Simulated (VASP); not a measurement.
# Ca (Fm-3m) in VASP: further runs

The runs below take Ca through single point, relaxation of cell and atoms, with LDA.

Everything below comes from runs of VASP 6.6.1. Logs are shortened: lines on timing, memory, paths and dates and some standing lists are left out, and cuts for length are marked.

## (1) The cell of the first run

It takes space group Fm-3m (No. 225, cubic). The conventional cell has a = 5.325 Å, b = 5.325 Å, c = 5.325 Å, α = 90.00°, β = 90.00°, γ = 90.00°. Ca (site symmetry m-3m) has 12 Ca at 3.77 Å within 4.9 Å.

## (2) Single point, LDA

INCAR

```
SYSTEM = Ca
  ALGO = Normal
  EDIFF = 1E-6
  ENCUT = 520
  GGA = CA
  ISIF = 2
  ISMEAR = 1
  LASPH = .TRUE.
  LCHARG = .FALSE.
  LREAL = .FALSE.
  LWAVE = .FALSE.
  NBANDS = 11
  NELM = 80
  PREC = Accurate
  SIGMA = 0.05
```

KPOINTS

```
k-points
0
G
  8 8 8
  0 0 0
```

POSCAR

```
Ca
1.0
    0.0000000000      2.6627461772      2.6627461772
    2.6627461772      0.0000000000      2.6627461772
    2.6627461772      2.6627461772      0.0000000000
Ca
1
Direct
    0.0000000000      0.0000000000      0.0000000000
```

Potentials or basis: VASP PAW LDA potentials, release 64 (Ca_sv).

Command:

```bash
$ cat potpaw_LDA.64/Ca_sv/POTCAR > POTCAR
$ mpirun -np 1 vasp_std > vasp.out
```

OUTCAR:

```text
SYSTEM = Ca
   EDIFF = 1E-6
   ENCUT = 520
   GGA = CA
   ISIF = 2
   ISMEAR = 1
   LASPH = .TRUE.
   LREAL = .FALSE.
   NELM = 80
   PREC = Accurate

 ion  position               nearest neighbor table
   1  0.000  0.000  0.000-

  LATTYP: Found a face centered cubic cell.
 ALAT       =     5.3254923544

  Lattice vectors:

 A1 = (   0.0000000000,   2.6627461772,   2.6627461772)
 A2 = (   2.6627461772,   0.0000000000,   2.6627461772)
 A3 = (   2.6627461772,   2.6627461772,   0.0000000000)

Analysis of symmetry for initial positions (statically):
=====================================================================
 Subroutine PRICEL returns:
 Original cell was already a primitive cell.

 Routine SETGRP: Setting up the symmetry group for a
 face centered cubic supercell.

 Subroutine GETGRP returns: Found 48 space group operations
 (whereof 48 operations were pure point group operations)
 out of a pool of 48 trial point group operations.

The static configuration has the point symmetry O_h .

Analysis of symmetry for dynamics (positions and initial velocities):
=====================================================================
 Subroutine PRICEL returns:
 Original cell was already a primitive cell.

 Routine SETGRP: Setting up the symmetry group for a
 face centered cubic supercell.

 Subroutine GETGRP returns: Found 48 space group operations
 (whereof 48 operations were pure point group operations)
 out of a pool of 48 trial point group operations.

The dynamic configuration has the point symmetry O_h .

 Subroutine INISYM returns: Found 48 space group operations
 (whereof 48 operations are pure point group operations),
 and found     1 'primitive' translations

----------------------------------------------------------------------------------------

                                     Primitive cell

  volume of cell :      37.7589

  direct lattice vectors                    reciprocal lattice vectors
     0.000000000  2.662746177  2.662746177    -0.187776065  0.187776065  0.187776065
     2.662746177  0.000000000  2.662746177     0.187776065 -0.187776065  0.187776065
     2.662746177  2.662746177  0.000000000     0.187776065  0.187776065 -0.187776065

  length of vectors
     3.765691757  3.765691757  3.765691757     0.325237686  0.325237686  0.325237686

  position of ions in fractional coordinates (direct lattice)
     0.000000000  0.000000000  0.000000000

  ion indices of the primitive-cell ions
   primitive index   ion index
                 1           1

----------------------------------------------------------------------------------------

 KPOINTS: k-points

Automatic generation of k-mesh.
 Grid dimensions read from file:
 generate k-points for:    8    8    8

 Generating k-lattice:

  Cartesian coordinates                     Fractional coordinates (reciprocal lattice)
    -0.023472008  0.023472008  0.023472008     0.125000000  0.000000000  0.000000000
     0.023472008 -0.023472008  0.023472008     0.000000000  0.125000000  0.000000000
     0.023472008  0.023472008 -0.023472008     0.000000000  0.000000000  0.125000000

  Length of vectors
     0.040654711  0.040654711  0.040654711

  Shift w.r.t. Gamma in fractional coordinates (k-lattice)
     0.000000000  0.000000000  0.000000000

 Subroutine IBZKPT returns following result:
 ===========================================

 Found     29 irreducible k-points:

 Following reciprocal coordinates:
            Coordinates               Weight
  0.000000  0.000000  0.000000      1.000000
  0.125000  0.000000  0.000000      8.000000
  0.250000  0.000000  0.000000      8.000000
  0.375000  0.000000  0.000000      8.000000
  0.500000  0.000000  0.000000      4.000000
  0.125000  0.125000  0.000000      6.000000
[... 16 lines left out ...]
  0.500000  0.250000  0.125000     48.000000
 -0.375000  0.250000  0.125000     24.000000
 [... further k-points ...]
   k-points           NKPTS =     29   k-points in BZ     NKDIM =     29   number of bands    NBANDS=     11
   number of dos      NEDOS =    301   number of ions     NIONS =      1
   total plane-waves  NPLWV =  21952
   dimension x,y,z NGX =    28 NGY =   28 NGZ =   28
   dimension x,y,z NGXF=    56 NGYF=   56 NGZF=   56
   ions per type =               1
   NGX,Y,Z   is equivalent  to a cutoff of  12.36, 12.36, 12.36 a.u.
   NGXF,Y,Z  is equivalent  to a cutoff of  24.72, 24.72, 24.72 a.u.
 SYSTEM =  Ca
   PREC   = accura    normal or accurate (medium, high low for compatibility)
   ISTART =      0    job   : 0-new  1-cont  2-samecut
   ICHARG =      2    charge: 1-file 2-atom 10-const
   ISPIN  =      1    spin polarized calculation?
   LNONCOLLINEAR =      F non collinear calculations
   LSORBIT =      F    spin-orbit coupling
   LASPH  =      T    aspherical Exc in radial PAW
   ENCUT  =  520.0 eV  38.22 Ry    6.18 a.u.   7.00  7.00  7.00*2*pi/ulx,y,z
   NELM   =     80;   NELMIN=  2; NELMDL= -5     # of ELM steps
   EDIFF  = 0.1E-05   stopping-criterion for ELM
   LREAL  =      F    real-space projection
   EDIFFG = 0.1E-04   stopping-criterion for IOM
   NSW    =      0    number of steps for IOM
   IBRION =     -1    ionic relax: 0-MD 1-quasi-New 2-CG
   NFREE  =      0    steps in history (QN), initial steepest desc. (CG)
   ISIF   =      2    stress and relaxation
   ISYM   =      2    0-nonsym 1-usesym 2-fastsym
   POTIM  = 0.5000    time-step for ionic-motion
   TEBEG  =    0.0;   TEEND  =   0.0 temperature during run
   PSTRESS=    0.0 pullay stress
   NELECT =      10.0000    total number of electrons
   NUPDOWN=      -1.0000    fix difference up-down
   EMIN   =  10.00;   EMAX   =-10.00  energy-range for DOS
   EFERMI =   0.00;   METHOD = LEGACY
   ISMEAR =     1;   SIGMA  =   0.05  broadening in eV -4-tet -1-fermi 0-gaus
   EFERMI_NEDOS =   21; number of points for ismear=-14 and -15
   IALGO  =     38    algorithm
   IMIX   =      4    mixing-type and parameters
     AMIX     =   0.40;   BMIX     =  1.00
     AMIX_MAG =   1.60;   BMIX_MAG =  1.00
  volume/ion in A,a.u.               =      37.76       254.81
  Fermi-wavevector in a.u.,A,eV,Ry     =   1.051320  1.986707 15.038172  1.105274
  Thomas-Fermi vector in A             =   2.186359
   LORBIT       =      0    0 simple, 1 ext, 2 COOP (PROOUT), +10 PAW based schemes
   GGA     = CA    functional components
   LHFCALC =     F    Hartree Fock is set to
   AEXX    =    0.0000 exact exchange contribution
   IVDW    =     0    specifies the selected vdW correction
   LEPSILON=     F    determine dielectric tensor
   LRPA    =     F    only Hartree local field effects (RPA)
 non-spin polarized calculation
 Methfessel and Paxton  Order N= 1 SIGMA  =   0.05
  energy-cutoff  :      520.00
  volume of cell :       37.76
 maximum number of plane-waves:      1036
   NGX = 13   NGY = 13   NGZ = 13

 number of electron      10.0000003 magnetization

 Free energy of the ion-electron system (eV)
  ---------------------------------------------------
  ext. energy  EPLUGINS =         0.00000000
  ---------------------------------------------------
  free energy    TOTEN  =        -2.20717957 eV

  energy without entropy =       -2.20652548  energy(sigma->0) =       -2.20696154

 E-fermi :   2.2144     XC(G=0):  -8.3293

 val. band max:        2.1888724249   @ k =  -0.3750   0.3750   0.0000
 cond. band min:       2.2270689281   @ k =  -0.3750   0.2500   0.1250
 fundamental gap:      0.0381965032
 Fermi energy:         2.2144361969

 k-point     1 :       0.0000    0.0000    0.0000
  band No.  band energies     occupation
      1     -39.0597      2.00000
      2     -20.2491      2.00000
      3     -20.2491      2.00000
      4     -20.2491      2.00000
      5      -1.9744      2.00000
      6       4.6027      0.00000
      7       4.6027      0.00000
      8       4.6027      0.00000
      9       5.8211      0.00000
     10       5.8211      0.00000
     11      11.9335      0.00000

 k-point     2 :       0.1250    0.0000    0.0000
  band No.  band energies     occupation
      1     -39.0561      2.00000
      2     -20.2815      2.00000
      3     -20.2534      2.00000
      4     -20.2534      2.00000
      5      -1.6814      2.00000
      6       4.3072      0.00000
      7       4.7064      0.00000
      8       4.7064      0.00000
      9       5.7384      0.00000
     10       5.7384      0.00000
     11      12.2104      0.00000

 k-point     3 :       0.2500    0.0000    0.0000
  band No.  band energies     occupation
      1     -39.0475      2.00000
      2     -20.3587      2.00000
      3     -20.2638      2.00000
      4     -20.2638      2.00000
      5      -0.8594      2.00000
      6       3.6441      0.00000
      7       4.7583      0.00000
      8       4.7583      0.00000
      9       5.8329      0.00000
     10       5.8329      0.00000
     11      10.3674      0.00000

 k-point     4 :       0.3750    0.0000    0.0000
  band No.  band energies     occupation
      1     -39.0388      2.00000
      2     -20.4345      2.00000
      3     -20.2741      2.00000
      4     -20.2741      2.00000
      5       0.2974      2.00000
      6       2.8677     -0.00000
      7       4.5766      0.00000
      8       4.5766      0.00000
      9       6.3210      0.00000
     10       6.3210      0.00000
     11       8.6843      0.00000

 k-point     5 :       0.5000    0.0000    0.0000
  band No.  band energies     occupation
      1     -39.0352      2.00000
      2     -20.4654      2.00000
      3     -20.2783      2.00000
      4     -20.2783      2.00000
      5       1.1543      2.00000
      6       2.2426      0.19436
      7       4.4793      0.00000
      8       4.4793      0.00000
      9       6.6099      0.00000
     10       6.6099      0.00000
     11       7.9933      0.00000
[... 211 lines left out ...]
 k-point    21 :       0.5000    0.5000    0.0000
  band No.  band energies     occupation
      1     -39.0272      2.00000
      2     -20.4522      2.00000
      3     -20.3272      2.00000
      4     -20.3272      2.00000
      5       1.6328      2.00000
      6       2.6667     -0.00000
      7       3.4699      0.00000
      8       6.6059      0.00000
      9       6.8196      0.00000
     10       6.8196      0.00000
     11       8.8802      0.00000

 k-point    22 :       0.3750    0.2500    0.1250
  band No.  band energies     occupation
      1     -39.0410      2.00000
      2     -20.3774      2.00000
      3     -20.3032      2.00000
      4     -20.2771      2.00000
      5      -0.1765      2.00000
      6       3.3906      0.00000
      7       4.2243      0.00000
      8       5.2527      0.00000
      9       5.3893      0.00000
     10       6.4425      0.00000
     11      10.4115      0.00000

 k-point    23 :       0.5000    0.2500    0.1250
  band No.  band energies     occupation
      1     -39.0341      2.00000
      2     -20.4180      2.00000
      3     -20.3270      2.00000
      4     -20.2895      2.00000
      5       0.9157      2.00000
      6       2.9208     -0.00000
      7       3.7768      0.00000
      8       5.0746      0.00000
      9       6.0334      0.00000
     10       6.8960      0.00000
     11       8.6687      0.00000

 k-point    24 :      -0.3750    0.2500    0.1250
  band No.  band energies     occupation
      1     -39.0312      2.00000
      2     -20.4354      2.00000
      3     -20.3345      2.00000
      4     -20.2962      2.00000
      5       1.8798      2.00000
      6       2.2271      0.58713
      7       3.7229      0.00000
      8       4.9665      0.00000
      9       6.4321      0.00000
     10       7.1098      0.00000
     11       7.7015      0.00000

 [... further k-points ...]

------------------------ aborting loop because EDIFF is reached ----------------------------------------

  FORCE on cell =-STRESS in cart. coord.  units (eV):
  Direction    XX          YY          ZZ          XY          YZ          ZX
  --------------------------------------------------------------------------------------
  -------------------------------------------------------------------------------------
  Total       -0.0042962     -0.0042962     -0.0042962      0.0000000      0.0000000      0.0000000
  in kB       -0.1822937     -0.1822937     -0.1822937      0.0000000      0.0000000      0.0000000
  external PRESSURE =      -0.1822937 kB  Pullay stress =       0.0000000 kB

 VOLUME and BASIS-vectors are now :
 -----------------------------------------------------------------------------
  energy-cutoff  :      520.00
  volume of cell :       37.76
      direct lattice vectors                 reciprocal lattice vectors
     0.000000000  2.662746177  2.662746177    -0.187776065  0.187776065  0.187776065
     2.662746177  0.000000000  2.662746177     0.187776065 -0.187776065  0.187776065
     2.662746177  2.662746177  0.000000000     0.187776065  0.187776065 -0.187776065

 POSITION                                       TOTAL-FORCE (eV/Angst)
 -----------------------------------------------------------------------------------
      0.00000      0.00000      0.00000         0.000000      0.000000      0.000000
 -----------------------------------------------------------------------------------
    total drift:                               -0.000000     -0.000000     -0.000000

  FREE ENERGIE OF THE ION-ELECTRON SYSTEM (eV)
  ---------------------------------------------------
  free  energy   TOTEN  =        -2.2071795651 eV

  energy  without entropy=       -2.2065254825  energy(sigma->0) =       -2.20696154
```

It took 12 s on 1 thread of Intel Xeon 8259CL, shared host; peak memory 0.14 GiB.

What came out:

- Free energy: -2.2072 eV
- Pressure: 0.0 GPa
- Band gap on the k mesh: zero (bands 5 and 6 overlap by 0.12 eV)

Levels at points of the mesh, in eV from the Fermi level:
```
           k point  band 3  band 4  band 5  band 6  band 7  band 8
(0.00, 0.00, 0.00)  -22.46  -22.46   -4.19    2.39    2.39    2.39
(0.50, 0.00, 0.00)  -22.49  -22.49   -1.06    0.03    2.26    2.26
(0.50, 0.50, 0.00)  -22.54  -22.54   -0.58    0.45    1.26    4.39
```

## (3) Relaxation of cell and atoms, LDA

This run uses another cell than the first one, of 43.63 Å³/atom.

INCAR

```
SYSTEM = Ca
PREC = Accurate ; ENCUT = 600
EDIFF = 1E-6 ; ISMEAR = 1
SIGMA = 0.05 ; LREAL = .False.
LASPH = .True. ; NELM = 60
ALGO = Normal ; ISIF = 3
LWAVE = .False. ; LCHARG = .False.
GGA = CA ; IBRION = 2
NSW = 80 ; EDIFFG = -0.03
```

KPOINTS

```
regular mesh
0
Gamma
  8 8 8
  0 0 0
```

POSCAR

```
Ca
1.0
    0.0000000000      2.7942000000      2.7942000000
    2.7942000000      0.0000000000      2.7942000000
    2.7942000000      2.7942000000      0.0000000000
Ca
1
Direct
    0.0000000000      0.0000000000      0.0000000000
```

Potentials or basis: VASP PAW LDA potentials, release 64 (Ca_sv).

Command:

```bash
$ cat potpaw_LDA.64/Ca_sv/POTCAR > POTCAR
$ mpirun -np 1 vasp_std > vasp.out
```

It took 31 s on 1 thread of Intel Xeon 8259CL, shared host; peak memory 0.17 GiB.

The run converged. Its results:

* Free energy: -2.2075 eV
* Relaxed volume: 38.02 Å³/atom
* Relaxed cell: a = 3.774 Å, b = 3.774 Å, c = 3.774 Å, α = 60.00°, β = 60.00°, γ = 60.00°
* Space group after relaxing (to 0.1 Å): Fm-3m (No. 225)
* Energy gained by relaxing: 41.7 meV/atom
* Ionic steps: 3
* Pressure after relaxing: -0.1 GPa
* Band gap on the k mesh: zero (bands 5 and 6 overlap by 0.13 eV)

Step by step:
| step | energy change (eV) | largest force (eV/Å) | pressure (GPa) | volume (Å³) |
| --- | --- | --- | --- | --- |
| 1 | 0.0000 | 0.0000 | -2.17 | 43.63 |
| 2 | -0.0352 | 0.0000 | -0.91 | 40.01 |
| 3 | -0.0417 | 0.0000 | -0.10 | 38.02 |

Final structure:
```xyz
1
Lattice="0.0000 2.6689 2.6689 2.6689 0.0000 2.6689 2.6689 2.6689 0.0000" Properties=species:S:1:pos:R:3 pbc="T T T"
Ca    0.0000    0.0000    0.0000
```

Levels at points of the mesh, in eV from the Fermi level:
```tsv
k point	band 1	band 2	band 3	band 4	band 5	band 6	band 7	band 8	band 9
(0.00, 0.00, 0.00)	-41.29	-22.48	-22.48	-22.48	-4.18	2.38	2.38	2.38	3.59
(0.50, 0.00, 0.00)	-41.27	-22.69	-22.51	-22.51	-1.06	0.02	2.26	2.26	4.37
(0.50, 0.50, 0.00)	-41.26	-22.68	-22.56	-22.56	-0.57	0.46	1.24	4.37	4.58
```

LDA usually gives volumes a few per cent too small. Zero-point motion and thermal expansion aren't in these numbers.
